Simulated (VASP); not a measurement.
**Cd: single point with PBEsol+D4**

Crystal: Cd.

```
Cd
1.0
     1.60803    0.92840    2.44929
    -1.60803    0.92840    2.44929
     0.00000   -1.85679    2.44929
Cd
1
Direct
  0.00000 0.00000 0.00000
```

* Program: VASP 6.6.1
* Task: single point
* Functional: PBEsol
* Dispersion: D4
* Potentials or basis: VASP PAW PBE potentials, release 64 (Cd)
* Cutoff: 500 eV
* k mesh: 3 × 3 × 3
* Occupations: gaussian, width 0.1 eV
* Spin: collinear spin, ferromagnetic start
* Starting moments: [2.96] μB
* Fixed moment: 4 μB
* Dipole correction: no
* Further INCAR settings: ALGO = Normal; EDIFF = 1e-06; NBANDS = 16

| Quantity | Value |
| --- | --- |
| Pressure | 65.8 GPa |
| Net moment | 4.00 μB per cell |
| Site moments | Cd +2.32 μB |
| Valence electrons inside the program's atomic spheres | Cd 9.90 |
| Dispersion energy per atom | -0.233 eV |

Stress tensor (GPa, compression positive):
```
68.65  0.00  0.00
 0.00 68.65  0.00
 0.00  0.00 59.98
```

Wall time 13 s on 1 thread of Intel Xeon 8259CL (shared host), peak memory 0.14 GiB.

Caveat: the k points lie up to 0.80 Å⁻¹ apart; the moment is held away from its start; the PAW data sets were made with another functional, which shifts forces and pressure a little; the total moment is fixed, so each spin has its own Fermi level.
